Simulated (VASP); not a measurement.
Set up this calculation in VASP 6.6.1, as the native input.

| Property | Result |
| --- | --- |
| Task | single point |
| Functional | PBE |
| Potentials or basis | VASP PAW PBE potentials, release 64 (Be, S) |
| Cutoff | 520 eV |
| k mesh | 10 × 10 × 10 |
| Occupations | fermi-dirac, width 0.03 eV |
| Spin | no spin polarisation |
| Dipole correction | no |
| Further INCAR settings | ALGO = Normal; EDIFF = 1e-06; NBANDS = 11 |

The structure of BeS lies in POSCAR:

```
BeS
1.0
    0.0000000000      2.2971254752      2.2971254752
    2.2971254752      0.0000000000      2.2971254752
    2.2971254752      2.2971254752      0.0000000000
Be S
1 1
Direct
    0.0000000000      0.0000000000      0.0000000000
    0.2500000000      0.2500000000      0.2500000000
```

The input as run:

INCAR

```
  PREC = Accurate
  ENCUT = 520
  EDIFF = 1E-6
  ISMEAR = -1
  SIGMA = 0.03
  LREAL = F
  LASPH = T
  NELM = 80
  ALGO = Normal
  ISIF = 2
  LWAVE = F
  LCHARG = T
  GGA = PE
  LELF = T
  LVHAR = T
  NBANDS = 11
```

KPOINTS

```
Automatic mesh
0
Gamma
  10 10 10
```

Potentials or basis: VASP PAW PBE potentials, release 64 (Be, S).

Run with:

```bash
$ cat potpaw_PBE.64/Be/POTCAR potpaw_PBE.64/S/POTCAR > POTCAR
$ mpirun -np 1 vasp_std > vasp.out
```

Results of the run:

* Pressure: 23.2 GPa
* Band gap on the k mesh: 2.68 eV, indirect (least direct gap 5.54 eV)

It took 3.7 s on 1 thread of Intel(R) Xeon(R) 6975P-C (Granite Rapids), on a shared host, peak memory 0.13 GiB.
